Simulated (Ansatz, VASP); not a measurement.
## One calculation of AlN, two programs

INCAR

```
SYSTEM = AlN
PREC     = Accurate       ! precision mode
ENCUT    = 600            ! plane-wave cutoff, eV
EDIFF    = 1E-6           ! SCF threshold, eV
ISMEAR   = 0              ! smearing method
SIGMA    = 0.02           ! smearing width, eV
LREAL    = .False.        ! projectors in reciprocal space
LASPH    = .True.         ! aspherical terms in the spheres
NELM     = 120            ! most SCF steps
ALGO     = Normal         ! electronic algorithm
ISIF     = 2              ! what is computed and relaxed
LWAVE    = .False.        ! write WAVECAR
LCHARG   = .False.        ! write CHGCAR
GGA      = PE             ! functional
NBANDS   = 11             ! bands
GGA_COMPAT= .False.
```

Contents of KPOINTS:

```
regular mesh
0
Gamma
  10 10 10
  0 0 0
```

File POSCAR:

```
AlN
1.0
    0.0000000000      2.1566800459      2.1566800459
    2.1566800459      0.0000000000      2.1566800459
    2.1566800459      2.1566800459      0.0000000000
Al N
1 1
Direct
    0.0000000000      0.0000000000      0.0000000000
    0.7500000000      0.7500000000      0.7500000000
```

Input for Ansatz:

```yaml
crystal:
  lattice:
    - [0.0, 2.1566800459, 2.1566800459]
    - [2.1566800459, 0.0, 2.1566800459]
    - [2.1566800459, 2.1566800459, 0.0]
  atoms:
    - { symbol: Al, position: [0.0, 0.0, 0.0] }
    - { symbol: "N", position: [0.75, 0.75, 0.75] }
basis:
  ecutwfc: 420
kpoints:
  mp_grid: { grid: [10, 10, 10] }
hamiltonian:
  xc: pbe
scf:
  occupations: { method: gaussian, width: 0.02 }
output:
  forces: true
  stress: true
  eigenvalues: true
```

Alike in both runs: task single point; functional PBE; k mesh 10 × 10 × 10; occupations gaussian, width 0.02 eV; no spin polarisation.

```csv
,VASP,Ansatz
version,VASP 6.6.1,Ansatz 0.2.0
potentials or method,"VASP PAW PBE potentials, release 64 (Al, N), cutoff 600 eV","scalar-relativistic, plane waves, PAW"
valence electrons in the cell,8,8
```

VASP gave:

```
gap on the k mesh at the Fermi level (eV) : 3.34
least direct gap on the mesh (eV)         : 4.53
pressure (GPa)                            : 13.1
```

Problem. Estimate Ansatz's values.

Solution. gap on the k mesh at the Fermi level (eV): 3.35; least direct gap on the mesh (eV): 4.52; pressure (GPa): 13.4.
